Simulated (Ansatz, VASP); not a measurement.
## SnS2 in VASP and in Ansatz

```
Sn S
1.0
     3.66075    0.00000    0.00000
    -1.83038    3.17031    0.00000
     0.00000    0.00000    5.84255
Sn S
1 2
Cartesian
  0.0000 0.0000 0.0000
  0.0000 2.1135 1.4613
  1.8304 1.0568 4.3812
```

Change from the starting cell: uniaxial_z strain -2.0%.

Alike in both runs: task single point; functional HSE06; k mesh 6 × 6 × 4; no spin polarisation.

```csv
,VASP,Ansatz
version,VASP 6.6.1,Ansatz 0.2.0
potentials or method,"VASP PAW PBE potentials, release 64 (Sn_d, S)","plane waves, PAW"
plane-wave cutoff (eV),400,420
occupations,"gaussian, width 0.01 eV",fixed
valence electrons in the cell,26,26
```

Ansatz gave:

| Property | Result |
| --- | --- |
| gap on the k mesh at the Fermi level (eV) | 2.27 |
| pressure (GPa) | 0.3 |
| traceless stress, the component that is largest in VASP (GPa) | 0.26 |
| rms of the force components (eV/Å) | 0.125 |

**Question.** Which values does VASP return?

**Answer.** gap on the k mesh at the Fermi level (eV): 2.28; pressure (GPa): 0.1; traceless stress, the component that is largest in VASP (GPa): 0.28; rms of the force components (eV/Å): 0.130.

Atom by atom the forces differ by 0.005 eV/Å (rms over components). Ansatz's warnings: stress exchange threshold loose, stress scf threshold loose.
